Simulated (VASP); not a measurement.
# TiAl32 (a cell with a defect) in VASP: single point with r2SCAN

Aim: the single point of TiAl32 (a cell with a defect) with r2SCAN.

All numbers are computed with VASP 6.6.1; they aren't measurements. Logs are shortened: lines on timing, memory, paths and dates and some standing lists are left out, and cuts for length are marked.

## 1. The cell of the first run

The cell holds a defect, 33 atoms: a = 8.100 Å, b = 8.100 Å, c = 8.100 Å, α = 90.00°, β = 90.00°, γ = 90.00°.

## 2. Single point, r2SCAN

Contents of POSCAR:

```
TiAl32
1.0
    8.1000000000      0.0000000000      0.0000000000
    0.0000000000      8.1000000000      0.0000000000
    0.0000000000      0.0000000000      8.1000000000
Al Ti
32 1
Direct
    0.5000424691     -0.0001714815     -0.0218782716
    0.7600197531      0.2398867901      0.0105476543
    0.6822906173      0.0002070370      0.2493874074
   -0.0000892593      0.0002239506     -0.0658200000
    0.2399375309      0.2397201235      0.0107267901
    0.4999490123      0.5001280247     -0.0077971605
    0.7604337037      0.7602170370      0.0109983951
    0.3181337037      0.0002034568      0.2494024691
    0.5000477778      0.2718388889      0.2505253086
    0.7282065432      0.4998771605      0.2505537037
    0.5000539506     -0.0002659259      0.5215987654
    0.7614641975      0.2384198765      0.4891962963
    0.7281727160     -0.0002188889      0.7506190123
    0.0000692593      0.4998922222     -0.0218820988
    0.2395293827      0.7603777778      0.0111786420
   -0.0000835802      0.3173898765      0.2493746914
    0.2717277778      0.4998751852      0.2505900000
    0.5000500000      0.7283241975      0.2506169136
   -0.0000786420      0.0001970370      0.5701376543
    0.2385139506      0.2382448148      0.4890390123
    0.4999681481      0.5000797531      0.5079456790
    0.7619013580      0.7616332099      0.4887983951
    0.2717585185     -0.0002272840      0.7506224691
    0.4999570370      0.2578491358      0.7496685185
    0.7421255556      0.5001037037      0.7496850617
   -0.0000802469      0.6815418519      0.2494124691
    0.0001067901      0.4998634568      0.5216004938
    0.2380802469      0.7618046914      0.4886376543
    0.0000855556      0.2718780247      0.7506155556
    0.2579086420      0.5000987654      0.7497072840
    0.4999620988      0.7420669136      0.7497243210
    0.0000938272      0.7282933333      0.7506246914
    0.0002711111     -0.0006825926      0.2527318519
```

Contents of INCAR.step1:

```
SYSTEM = TiAl32
  ALGO = Normal
  EDIFF = 1E-5
  ENCUT = 440
  GGA = PE
  GGA_COMPAT = .FALSE.
  ISMEAR = 0
  LASPH = .TRUE.
  LCHARG = .FALSE.
  LREAL = Auto
  LWAVE = .TRUE.
  NBANDS = 76
  NELM = 120
  PREC = Accurate
  SIGMA = 0.1
```

Contents of INCAR.step2:

```
SYSTEM = TiAl32
  ALGO = Normal
  EDIFF = 1E-6
  ENCUT = 440
  GGA_COMPAT = .FALSE.
  ISIF = 2
  ISMEAR = 0
  ISTART = 1
  LASPH = .TRUE.
  LCHARG = .FALSE.
  LMIXTAU = .TRUE.
  LREAL = Auto
  LWAVE = .FALSE.
  METAGGA = R2SCAN
  NBANDS = 76
  NELM = 120
  PREC = Accurate
  SIGMA = 0.1
```

Contents of KPOINTS:

```
k-points
0
G
  2 2 2
  0 0 0
```

Potentials or basis: VASP PAW PBE potentials, release 64 (Al, Ti_sv).

Command:

```bash
cat potpaw_PBE.64/Al/POTCAR potpaw_PBE.64/Ti_sv/POTCAR > POTCAR
cp INCAR.step1 INCAR
mpirun -np 1 vasp_std > vasp.out
cp INCAR.step2 INCAR
mpirun -np 1 vasp_std > vasp.out
```

OUTCAR:

```text
SYSTEM = TiAl32
   EDIFF = 1E-6
   ENCUT = 440
   ISIF = 2
   ISMEAR = 0
   ISTART = 1
   LASPH = .TRUE.
   LREAL = Auto
   METAGGA = R2SCAN
   NELM = 120
   PREC = Accurate

 ion  position               nearest neighbor table
   1  0.500  1.000  0.978-  13 2.61  23 2.61   8 2.65   3 2.65  31 2.79  24 2.79   5 2.88   2 2.88
                            15 2.88   7 2.88  18 3.12   9 3.12
   2  0.760  0.240  0.011-   3 2.81  16 2.81   4 2.82   9 2.88  10 2.88  29 2.88  13 2.88   1 2.88
                            14 2.88   6 2.98  24 2.99  25 2.99
   3  0.682  0.000  0.249-  33 2.58   1 2.65   9 2.65  18 2.65  11 2.65  12 2.81   7 2.81   2 2.81
                            22 2.81   8 2.95
   4  1.000  0.000  0.934-  33 2.58  29 2.66  13 2.66  23 2.66  32 2.66   2 2.82   5 2.82   7 2.82
                            15 2.82  19 2.95
   5  0.240  0.240  0.011-   8 2.81  16 2.81   4 2.82   9 2.88  29 2.88  17 2.88  23 2.88   1 2.88
                            14 2.88   6 2.98  24 2.99  30 2.99
   6  0.500  0.500  0.992-  31 2.77  30 2.78  25 2.78  24 2.78   9 2.79  10 2.79  17 2.79  18 2.79
                             2 2.98   5 2.98   7 2.99  15 2.99
   7  0.760  0.760  0.011-  26 2.81   3 2.81   4 2.82  10 2.88  13 2.88  18 2.88  32 2.88  14 2.88
                             1 2.88   6 2.99  25 2.99  31 2.99
   8  0.318  0.000  0.249-  33 2.57   1 2.65   9 2.65  18 2.65  11 2.65  20 2.81  15 2.81   5 2.81
                            28 2.81   3 2.95
   9  0.500  0.272  0.251-  10 2.61  17 2.61   8 2.65   3 2.65  21 2.79   6 2.79   5 2.88   2 2.88
[... 32 lines left out ...]
                             2 2.99   7 2.99  12 2.99  22 3.00
  26  1.000  0.682  0.249-  33 2.57  14 2.64  10 2.65  17 2.65  27 2.65  22 2.81  15 2.81   7 2.81
                            28 2.81  16 2.95
  27  0.000  0.500  0.522-  29 2.62  32 2.62  26 2.65  16 2.65  30 2.79  25 2.79  28 2.88  22 2.88
                            20 2.88  12 2.88  17 3.11  10 3.11
  28  0.238  0.762  0.489-  19 2.81  26 2.81   8 2.81  11 2.88  27 2.88  32 2.88  23 2.88  18 2.88
                            17 2.88  30 3.00  31 3.00  21 3.00
  29  0.000  0.272  0.751-  14 2.61  27 2.62  19 2.64   4 2.66  30 2.79  25 2.79   2 2.88   5 2.88
                            12 2.88  20 2.88  23 3.11  13 3.12
  30  0.258  0.500  0.750-  21 2.77  31 2.77  24 2.77   6 2.78  27 2.79  32 2.79  29 2.79  14 2.79
                             5 2.99  15 2.99  20 3.00  28 3.00
  31  0.500  0.742  0.750-  21 2.77  30 2.77  25 2.77   6 2.77  11 2.79  23 2.79  13 2.79   1 2.79
                             7 2.99  15 2.99  22 3.00  28 3.00
  32  0.000  0.728  0.751-  14 2.61  27 2.62  19 2.64   4 2.66  30 2.79  25 2.79  15 2.88   7 2.88
                            28 2.88  22 2.88  23 3.11  13 3.11
  33  0.000  0.999  0.253-  19 2.57  26 2.57   8 2.57   3 2.58  16 2.58   4 2.58

  LATTYP: Found a simple cubic cell.
 ALAT       =     8.1000000000

  Lattice vectors:

 A1 = (   8.1000000000,   0.0000000000,   0.0000000000)
 A2 = (   0.0000000000,   8.1000000000,   0.0000000000)
 A3 = (   0.0000000000,   0.0000000000,   8.1000000000)

Analysis of symmetry for initial positions (statically):
=====================================================================
 Subroutine PRICEL returns:
 Original cell was already a primitive cell.

 Routine SETGRP: Setting up the symmetry group for a
 simple cubic supercell.

 Subroutine GETGRP returns: Found  1 space group operations
 (whereof  1 operations were pure point group operations)
 out of a pool of 48 trial point group operations.

The static configuration has the point symmetry C_1 .

Analysis of symmetry for dynamics (positions and initial velocities):
=====================================================================
 Subroutine PRICEL returns:
 Original cell was already a primitive cell.

 Routine SETGRP: Setting up the symmetry group for a
 simple cubic supercell.

 Subroutine GETGRP returns: Found  1 space group operations
 (whereof  1 operations were pure point group operations)
 out of a pool of 48 trial point group operations.

The dynamic configuration has the point symmetry C_1 .

 Subroutine INISYM returns: Found  1 space group operations
 (whereof  1 operations are pure point group operations),
 and found     1 'primitive' translations

----------------------------------------------------------------------------------------

                                     Primitive cell

  volume of cell :     531.4410

  direct lattice vectors                    reciprocal lattice vectors
     8.100000000  0.000000000  0.000000000     0.123456790  0.000000000  0.000000000
[... 78 lines left out ...]

 KPOINTS: k-points

Automatic generation of k-mesh.
 Grid dimensions read from file:
 generate k-points for:    2    2    2

 Generating k-lattice:

  Cartesian coordinates                     Fractional coordinates (reciprocal lattice)
     0.061728395  0.000000000  0.000000000     0.500000000  0.000000000  0.000000000
     0.000000000  0.061728395  0.000000000     0.000000000  0.500000000  0.000000000
     0.000000000  0.000000000  0.061728395     0.000000000  0.000000000  0.500000000

  Length of vectors
     0.061728395  0.061728395  0.061728395

  Shift w.r.t. Gamma in fractional coordinates (k-lattice)
     0.000000000  0.000000000  0.000000000

 Subroutine IBZKPT returns following result:
 ===========================================

 Found      8 irreducible k-points:

 Following reciprocal coordinates:
            Coordinates               Weight
  0.000000  0.000000  0.000000      1.000000
  0.500000  0.000000  0.000000      1.000000
  0.000000  0.500000  0.000000      1.000000
  0.000000  0.000000  0.500000      1.000000
  0.500000  0.500000  0.000000      1.000000
  0.000000  0.500000  0.500000      1.000000
  0.500000  0.000000  0.500000      1.000000
  0.500000  0.500000  0.500000      1.000000
   k-points           NKPTS =      8   k-points in BZ     NKDIM =      8   number of bands    NBANDS=     76
   number of dos      NEDOS =    301   number of ions     NIONS =     33
   total plane-waves  NPLWV = 175616
   dimension x,y,z NGX =    56 NGY =   56 NGZ =   56
   dimension x,y,z NGXF=   112 NGYF=  112 NGZF=  112
   ions per type =              32   1
   NGX,Y,Z   is equivalent  to a cutoff of  11.49, 11.49, 11.49 a.u.
   NGXF,Y,Z  is equivalent  to a cutoff of  22.99, 22.99, 22.99 a.u.
 SYSTEM =  TiAl32
   PREC   = accura    normal or accurate (medium, high low for compatibility)
   ISTART =      1    job   : 0-new  1-cont  2-samecut
   ICHARG =      0    charge: 1-file 2-atom 10-const
   ISPIN  =      1    spin polarized calculation?
   LNONCOLLINEAR =      F non collinear calculations
   LSORBIT =      F    spin-orbit coupling
   LASPH  =      T    aspherical Exc in radial PAW
   ENCUT  =  440.0 eV  32.34 Ry    5.69 a.u.  13.85 13.85 13.85*2*pi/ulx,y,z
   NELM   =    120;   NELMIN=  2; NELMDL=  0     # of ELM steps
   EDIFF  = 0.1E-05   stopping-criterion for ELM
   LREAL  =      T    real-space projection
   EDIFFG = 0.1E-04   stopping-criterion for IOM
   NSW    =      0    number of steps for IOM
[... 5 lines left out ...]
   TEBEG  =    0.0;   TEEND  =   0.0 temperature during run
   PSTRESS=    0.0 pullay stress
   NELECT =     108.0000    total number of electrons
   NUPDOWN=      -1.0000    fix difference up-down
   EMIN   =  10.00;   EMAX   =-10.00  energy-range for DOS
   EFERMI =   0.00;   METHOD = LEGACY
   ISMEAR =     0;   SIGMA  =   0.10  broadening in eV -4-tet -1-fermi 0-gaus
   EFERMI_NEDOS =   21; number of points for ismear=-14 and -15
   IALGO  =     38    algorithm
   IMIX   =      4    mixing-type and parameters
     AMIX     =   0.40;   BMIX     =  1.00
     AMIX_MAG =   1.60;   BMIX_MAG =  1.00
  volume/ion in A,a.u.               =      16.10       108.68
  Fermi-wavevector in a.u.,A,eV,Ry     =   0.962493  1.818849 12.604348  0.926393
  Thomas-Fermi vector in A             =   2.091957
   LORBIT       =      0    0 simple, 1 ext, 2 COOP (PROOUT), +10 PAW based schemes
   METAGGA = R2SCAN    functional components
   LHFCALC =     F    Hartree Fock is set to
   AEXX    =    0.0000 exact exchange contribution
   IVDW    =     0    specifies the selected vdW correction
   LEPSILON=     F    determine dielectric tensor
   LRPA    =     F    only Hartree local field effects (RPA)
 non-spin polarized calculation
 Gauss-broadening in eV      SIGMA  =   0.10
  energy-cutoff  :      440.00
  volume of cell :      531.44
 maximum number of plane-waves:     11152
 NGX is ok and might be reduce to    56
   NGX = 27   NGY = 27   NGZ = 27

 number of electron     108.0000005 magnetization

 Free energy of the ion-electron system (eV)
  ---------------------------------------------------
  ext. energy  EPLUGINS =         0.00000000
  ---------------------------------------------------
  free energy    TOTEN  =      -226.13001070 eV

  energy without entropy =     -226.04675312  energy(sigma->0) =     -226.08838191

 E-fermi :   8.0086     XC(G=0): -11.0342

 val. band max:        7.9772693699   @ k =   0.0000   0.0000   0.5000
 cond. band min:       8.0354774051   @ k =   0.5000   0.0000   0.0000
 fundamental gap:      0.0582080351
 Fermi energy:         8.0085937269

 k-point     1 :       0.0000    0.0000    0.0000
  band No.  band energies     occupation
      1     -50.9509      2.00000
      2     -26.2308      2.00000
      3     -26.2307      2.00000
      4     -26.2307      2.00000
      5      -3.6820      2.00000
      6      -1.7076      2.00000
[... 541 lines left out ...]
     65      10.2961      0.00000
     66      11.3461      0.00000
 [bands above 66 left out]

------------------------ aborting loop because EDIFF is reached ----------------------------------------

  FORCE on cell =-STRESS in cart. coord.  units (eV):
  Direction    XX          YY          ZZ          XY          YZ          ZX
  --------------------------------------------------------------------------------------
  -------------------------------------------------------------------------------------
  Total        7.9458632      7.9463806      7.9249712      0.0001701     -0.0022007      0.0009572
  in kB       23.9550240     23.9565837     23.8920393      0.0005127     -0.0066347      0.0028859
  external PRESSURE =      23.9345490 kB  Pullay stress =       0.0000000 kB

 VOLUME and BASIS-vectors are now :
 -----------------------------------------------------------------------------
  energy-cutoff  :      440.00
  volume of cell :      531.44
      direct lattice vectors                 reciprocal lattice vectors
     8.100000000  0.000000000  0.000000000     0.123456790  0.000000000  0.000000000
     0.000000000  8.100000000  0.000000000     0.000000000  0.123456790  0.000000000
     0.000000000  0.000000000  8.100000000     0.000000000  0.000000000  0.123456790

 POSITION                                       TOTAL-FORCE (eV/Angst)
 -----------------------------------------------------------------------------------
      4.05034      8.09861      7.92279         0.000620      0.002431     -0.010266
      6.15616      1.94308      0.08544        -0.018645      0.019875     -0.020544
      5.52655      0.00168      2.02004        -0.038523      0.001057     -0.004597
      8.09928      0.00181      7.56686        -0.000119      0.001313     -0.038434
      1.94349      1.94173      0.08689         0.018772      0.021151     -0.021315
      4.04959      4.05104      8.03684         0.000433     -0.001061      0.028005
[... 25 lines left out ...]
      0.00076      5.89918      6.08006        -0.000900     -0.015554      0.004038
      0.00220      8.09447      2.04713         0.000487     -0.000608      0.001420
 -----------------------------------------------------------------------------------
    total drift:                                0.001384     -0.008346      0.018258

  FREE ENERGIE OF THE ION-ELECTRON SYSTEM (eV)
  ---------------------------------------------------
  free  energy   TOTEN  =      -226.1300106964 eV

  energy  without entropy=     -226.0467531171  energy(sigma->0) =     -226.08838191
```

It took 12 min on 1 thread of AMD EPYC 9R45 (Zen 5), shared host; peak memory 0.51 GiB.

What came out:

* Free energy: -226.1300 eV
* Pressure: 2.4 GPa
* Largest force: 0.046 eV/Å
* Band gap on the k mesh: zero (bands 54 and 55 overlap by 1.04 eV)

Forces in eV/Å, atoms in the order of the input:
```
Al   0.001  0.002 -0.010
Al  -0.019  0.020 -0.021
Al  -0.039  0.001 -0.005
Al   0.000  0.001 -0.038
Al   0.019  0.021 -0.021
Al   0.000 -0.001  0.028
Al  -0.022 -0.020 -0.024
Al   0.039  0.001 -0.005
Al   0.001  0.012 -0.003
Al  -0.013 -0.002 -0.004
Al   0.001  0.002  0.018
Al  -0.025  0.026  0.022
Al  -0.014  0.002  0.004
Al  -0.001 -0.001 -0.010
Al   0.021 -0.020 -0.026
Al  -0.001  0.038 -0.004
Al   0.014 -0.001 -0.004
Al   0.000 -0.014 -0.005
Al   0.000  0.001  0.035
Al   0.024  0.027  0.022
Al   0.000  0.000 -0.025
Al  -0.028 -0.025  0.023
Al   0.015  0.002  0.004
Al   0.000 -0.027  0.001
Al   0.027 -0.001  0.001
Al   0.000 -0.039 -0.005
Al  -0.001 -0.002  0.018
Al   0.028 -0.026  0.025
Al  -0.001  0.012  0.004
Al  -0.027  0.000  0.000
Al   0.000  0.026  0.000
Al  -0.001 -0.016  0.004
Ti   0.000 -0.001  0.001
```

Caveat: the k points lie up to 0.39 Å⁻¹ apart, too coarse for converged energies and pressures of a metal; the PAW data sets were made with another functional, which shifts forces and pressure a little.

The gap in the log of VASP goes by the Fermi energy; the results here count the filled bands.